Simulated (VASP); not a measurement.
# V (Im-3m) in VASP: single point with LDA

Aim: the single point of V with LDA.

Everything below comes from runs of VASP 6.6.1. Logs are shortened: lines on timing, memory, paths and dates and some standing lists are left out, and cuts for length are marked.

## (1) The cell of the first run

Symmetry: Im-3m, No. 229, cubic system. Conventional cell: a = 3.029 Å, b = 3.029 Å, c = 3.029 Å, α = 90.00°, β = 90.00°, γ = 90.00°. Within 3.5 Å of V (site symmetry m-3m) lie 14 V at 2.62 to 3.03 Å.

## (2) Single point, LDA, collinear spin, ferromagnetic start

Contents of POSCAR:

```
V
1.0
   -1.5143500000      1.5143500000      1.5143500000
    1.5143500000     -1.5143500000      1.5143500000
    1.5143500000      1.5143500000     -1.5143500000
V
1
Direct
    0.0000000000      0.0000000000      0.0000000000
```

Contents of INCAR.step1:

```
ALGO = Normal ; EDIFF = 1E-6
ENCUT = 520 ; GGA = CA
ISIF = 2 ; ISMEAR = -1
ISPIN = 2 ; LASPH = T
LCHARG = T ; LMAXMIX = 4
LREAL = F ; LWAVE = F
MAGMOM = 2 ; NBANDS = 16
NELM = 150 ; PREC = Accurate
SIGMA = 0.08
```

Contents of KPOINTS.step1:

```
k-points
0
Gamma
  15 15 15
```

Contents of INCAR.step2:

```
ALGO = Normal ; EDIFF = 1E-6
ENCUT = 520 ; GGA = CA
ICHARG = 11 ; ISIF = 2
ISMEAR = -5 ; ISPIN = 2
LASPH = T ; LCHARG = F
LMAXMIX = 4 ; LORBIT = 11
LREAL = F ; LWAVE = F
MAGMOM = 2 ; NEDOS = 1001
NELM = 150 ; PREC = Accurate
SIGMA = 0.08
```

Contents of KPOINTS.step2:

```
k-points
0
Gamma
  23 23 23
```

Potentials or basis: VASP PAW LDA potentials, release 64 (V_sv).

Started as:

```sh
$ cat potpaw_LDA.64/V_sv/POTCAR > POTCAR
$ cp INCAR.step1 INCAR
$ cp KPOINTS.step1 KPOINTS
$ mpirun -np 1 vasp_std > vasp.out
$ cp INCAR.step2 INCAR
$ cp KPOINTS.step2 KPOINTS
$ mpirun -np 1 vasp_std > vasp.out
```

OUTCAR:

```text
EDIFF = 1E-6
   ENCUT = 520
   GGA = CA
   ICHARG = 11
   ISIF = 2
   ISMEAR = -5
   ISPIN = 2
   LASPH = T
   LORBIT = 11
   LREAL = F
   NELM = 150
   PREC = Accurate

 ion  position               nearest neighbor table
   1  0.000  0.000  0.000-

  LATTYP: Found a body centered cubic cell.
 ALAT       =     3.0287000000

  Lattice vectors:

 A1 = (  -1.5143500000,   1.5143500000,   1.5143500000)
 A2 = (   1.5143500000,  -1.5143500000,   1.5143500000)
 A3 = (   1.5143500000,   1.5143500000,  -1.5143500000)

Analysis of symmetry for initial positions (statically):
=====================================================================
 Subroutine PRICEL returns:
 Original cell was already a primitive cell.

 Routine SETGRP: Setting up the symmetry group for a
 body centered cubic supercell.

 Subroutine GETGRP returns: Found 48 space group operations
 (whereof 48 operations were pure point group operations)
 out of a pool of 48 trial point group operations.

The static configuration has the point symmetry O_h .

Analysis of symmetry for dynamics (positions and initial velocities):
=====================================================================
 Subroutine PRICEL returns:
 Original cell was already a primitive cell.

 Routine SETGRP: Setting up the symmetry group for a
 body centered cubic supercell.

 Subroutine GETGRP returns: Found 48 space group operations
 (whereof 48 operations were pure point group operations)
 out of a pool of 48 trial point group operations.

The dynamic configuration has the point symmetry O_h .

Analysis of structural, dynamic, and magnetic symmetry:
=====================================================================
 Subroutine PRICEL returns:
 Original cell was already a primitive cell.

 Routine SETGRP: Setting up the symmetry group for a
 body centered cubic supercell.

 Subroutine GETGRP returns: Found 48 space group operations
 (whereof 48 operations were pure point group operations)
 out of a pool of 48 trial point group operations.

The overall configuration has the point symmetry O_h .

 Subroutine INISYM returns: Found 48 space group operations
 (whereof 48 operations are pure point group operations),
 and found     1 'primitive' translations

----------------------------------------------------------------------------------------

                                     Primitive cell

  volume of cell :      13.8912

  direct lattice vectors                    reciprocal lattice vectors
    -1.514350000  1.514350000  1.514350000     0.000000000  0.330174662  0.330174662
     1.514350000 -1.514350000  1.514350000     0.330174662  0.000000000  0.330174662
     1.514350000  1.514350000 -1.514350000     0.330174662  0.330174662  0.000000000

  length of vectors
     2.622931140  2.622931140  2.622931140     0.466937486  0.466937486  0.466937486

  position of ions in fractional coordinates (direct lattice)
     0.000000000  0.000000000  0.000000000

  ion indices of the primitive-cell ions
   primitive index   ion index
                 1           1

----------------------------------------------------------------------------------------

 KPOINTS: k-points

Automatic generation of k-mesh.
 Grid dimensions read from file:
 generate k-points for:   23   23   23

 Generating k-lattice:

  Cartesian coordinates                     Fractional coordinates (reciprocal lattice)
     0.000000000  0.014355420  0.014355420     0.043478261  0.000000000  0.000000000
     0.014355420  0.000000000  0.014355420     0.000000000  0.043478261  0.000000000
     0.014355420  0.014355420  0.000000000     0.000000000  0.000000000  0.043478261

  Length of vectors
     0.020301630  0.020301630  0.020301630

  Shift w.r.t. Gamma in fractional coordinates (k-lattice)
     0.000000000  0.000000000  0.000000000

 TETIRR: Found  14515 inequivalent tetrahedra from    73002

 Subroutine IBZKPT returns following result:
 ===========================================

 Found    364 irreducible k-points:

 Following reciprocal coordinates:
            Coordinates               Weight
  0.000000  0.000000  0.000000      1.000000
  0.043478  0.000000  0.000000     12.000000
  0.086957  0.000000  0.000000     12.000000
  0.130435  0.000000  0.000000     12.000000
  0.173913  0.000000  0.000000     12.000000
  0.217391  0.000000  0.000000     12.000000
[... 16 lines left out ...]
  0.478261  0.043478  0.000000     24.000000
  0.086957  0.086957  0.000000     24.000000
 [... further k-points ...]
   k-points           NKPTS =    364   k-points in BZ     NKDIM =    364   number of bands    NBANDS=     11
   number of dos      NEDOS =   1001   number of ions     NIONS =      1
   total plane-waves  NPLWV =   8000
   dimension x,y,z NGX =    20 NGY =   20 NGZ =   20
   dimension x,y,z NGXF=    40 NGYF=   40 NGZF=   40
   ions per type =               1
   NGX,Y,Z   is equivalent  to a cutoff of  12.68, 12.68, 12.68 a.u.
   NGXF,Y,Z  is equivalent  to a cutoff of  25.35, 25.35, 25.35 a.u.
 SYSTEM =  unknown system
   PREC   = accura    normal or accurate (medium, high low for compatibility)
   ISTART =      0    job   : 0-new  1-cont  2-samecut
   ICHARG =     11    charge: 1-file 2-atom 10-const
   ISPIN  =      2    spin polarized calculation?
   LNONCOLLINEAR =      F non collinear calculations
   LSORBIT =      F    spin-orbit coupling
   LASPH  =      T    aspherical Exc in radial PAW
   ENCUT  =  520.0 eV  38.22 Ry    6.18 a.u.   4.88  4.88  4.88*2*pi/ulx,y,z
   NELM   =    150;   NELMIN=  2; NELMDL=  0     # of ELM steps
   EDIFF  = 0.1E-05   stopping-criterion for ELM
   LREAL  =      F    real-space projection
   EDIFFG = 0.1E-04   stopping-criterion for IOM
   NSW    =      0    number of steps for IOM
   IBRION =     -1    ionic relax: 0-MD 1-quasi-New 2-CG
   NFREE  =      0    steps in history (QN), initial steepest desc. (CG)
   ISIF   =      2    stress and relaxation
   ISYM   =      2    0-nonsym 1-usesym 2-fastsym
   POTIM  = 0.5000    time-step for ionic-motion
   TEBEG  =    0.0;   TEEND  =   0.0 temperature during run
   PSTRESS=    0.0 pullay stress
   NELECT =      13.0000    total number of electrons
   NUPDOWN=      -1.0000    fix difference up-down
   EMIN   =  10.00;   EMAX   =-10.00  energy-range for DOS
   EFERMI =   0.00;   METHOD = LEGACY
   ISMEAR =    -5;   SIGMA  =   0.08  broadening in eV -4-tet -1-fermi 0-gaus
   EFERMI_NEDOS =   21; number of points for ismear=-14 and -15
   IALGO  =     38    algorithm
   IMIX   =      4    mixing-type and parameters
     AMIX     =   0.40;   BMIX     =  1.00
     AMIX_MAG =   1.60;   BMIX_MAG =  1.00
  volume/ion in A,a.u.               =      13.89        93.74
  Fermi-wavevector in a.u.,A,eV,Ry     =   1.601313  3.026044 34.888125  2.564205
  Thomas-Fermi vector in A             =   2.698311
   LORBIT       =     11    0 simple, 1 ext, 2 COOP (PROOUT), +10 PAW based schemes
   GGA     = CA    functional components
   LHFCALC =     F    Hartree Fock is set to
   AEXX    =    0.0000 exact exchange contribution
   IVDW    =     0    specifies the selected vdW correction
   LEPSILON=     F    determine dielectric tensor
   LRPA    =     F    only Hartree local field effects (RPA)
 spin polarized calculation
 Fermi weights with tetrahedron method with Bloechl corrections
  energy-cutoff  :      520.00
  volume of cell :       13.89
 maximum number of plane-waves:       386

 number of electron      12.9999997 magnetization       0.0000684

 Free energy of the ion-electron system (eV)
  ---------------------------------------------------
  ext. energy  EPLUGINS =         0.00000000
  ---------------------------------------------------
  free energy    TOTEN  =        -9.87059402 eV

  energy without entropy =       -9.87059402  energy(sigma->0) =       -9.87059402

 E-fermi :   9.0961     XC(G=0): -13.0570

 val. band max:        9.1205664084   @ k =   0.3478   0.1739   0.0435
 cond. band min:       9.0902287695   @ k =   0.0870   0.0870   0.0435
 fundamental gap:     -0.0303376389
 Fermi energy:         9.0961407414

 spin component 1

 k-point     1 :       0.0000    0.0000    0.0000
  band No.  band energies     occupation
      1     -53.8865      1.00000
      2     -27.6397      1.00000
      3     -27.6397      1.00000
      4     -27.6397      1.00000
      5       2.6540      1.00000
      6       9.4866      0.00000
      7       9.4866      0.00000
      8       9.4866      0.00000
      9      11.4025      0.00000
     10      11.4025      0.00000
     11      29.4098      0.00000
[... 309 lines left out ...]
 k-point    24 :       0.0870    0.0870    0.0000
  band No.  band energies     occupation
      1     -53.8486      1.00000
      2     -27.8207      1.00000
      3     -27.6810      1.00000
      4     -27.6554      1.00000
      5       3.5131      1.00000
      6       9.2016     -0.01475
      7       9.2758     -0.01123
      8      10.1318      0.00000
      9      11.0728      0.00000
     10      11.4655      0.00000
     11      27.8788      0.00000

 [... further k-points ...]

 spin component 2

 k-point     1 :       0.0000    0.0000    0.0000
  band No.  band energies     occupation
      1     -53.8864      1.00000
      2     -27.6396      1.00000
      3     -27.6396      1.00000
      4     -27.6396      1.00000
      5       2.6541      1.00000
      6       9.4866      0.00000
      7       9.4866      0.00000
      8       9.4866      0.00000
      9      11.4026      0.00000
     10      11.4026      0.00000
     11      29.4098      0.00000
[... 309 lines left out ...]
 k-point    24 :       0.0870    0.0870    0.0000
  band No.  band energies     occupation
      1     -53.8485      1.00000
      2     -27.8206      1.00000
      3     -27.6809      1.00000
      4     -27.6553      1.00000
      5       3.5131      1.00000
      6       9.2016     -0.01485
      7       9.2759     -0.01121
      8      10.1318      0.00000
      9      11.0729      0.00000
     10      11.4656      0.00000
     11      27.8793      0.00000

 [... further k-points ...]

------------------------ aborting loop because EDIFF is reached ----------------------------------------

  FORCE on cell =-STRESS in cart. coord.  units (eV):
  Direction    XX          YY          ZZ          XY          YZ          ZX
  --------------------------------------------------------------------------------------
  -------------------------------------------------------------------------------------
  Total       -1.6407471     -1.6407471     -1.6407471      0.0000000     -0.0000000      0.0000000
  in kB     -189.2402224   -189.2402224   -189.2402224      0.0000000     -0.0000000      0.0000000
  external PRESSURE =    -189.2402224 kB  Pullay stress =       0.0000000 kB

 VOLUME and BASIS-vectors are now :
 -----------------------------------------------------------------------------
  energy-cutoff  :      520.00
  volume of cell :       13.89
      direct lattice vectors                 reciprocal lattice vectors
    -1.514350000  1.514350000  1.514350000     0.000000000  0.330174662  0.330174662
     1.514350000 -1.514350000  1.514350000     0.330174662  0.000000000  0.330174662
     1.514350000  1.514350000 -1.514350000     0.330174662  0.330174662  0.000000000

 POSITION                                       TOTAL-FORCE (eV/Angst)
 -----------------------------------------------------------------------------------
      0.00000      0.00000      0.00000         0.000000      0.000000      0.000000
 -----------------------------------------------------------------------------------
    total drift:                               -0.000000      0.000000      0.000000

  FREE ENERGIE OF THE ION-ELECTRON SYSTEM (eV)
  ---------------------------------------------------
  free  energy   TOTEN  =        -9.8705940183 eV

  energy  without entropy=       -9.8705940183  energy(sigma->0) =       -9.87059402

 total charge

# of ion       s       p       d       tot
------------------------------------------
    1        2.336   6.208   3.080  11.624

 magnetization (x)

# of ion       s       p       d       tot
------------------------------------------
    1        0.000   0.000   0.000   0.000
```

Wall time 1.8 min (1 thread of Intel Xeon Platinum 8488C (Sapphire Rapids), shared host); peak memory 0.25 GiB.

Results:

- Net moment: 0.00 μB per cell
- Valence electrons inside the program's atomic spheres: V 11.62

Levels at points of the mesh, in eV from the Fermi level:
Spin up:
```csv
k point,band 3,band 4,band 5,band 6,band 7,band 8,band 9,band 10,band 11
"(0.00, 0.00, 0.00)",-36.74,-36.74,-6.44,0.39,0.39,0.39,2.31,2.31,20.31
```
Spin down:
```tsv
k point	band 5	band 6	band 7	band 8	band 9	band 10
(0.00, 0.00, 0.00)	-6.44	0.39	0.39	0.39	2.31	2.31
```

Caveat: tetrahedron occupations give inexact forces and stress in metals.
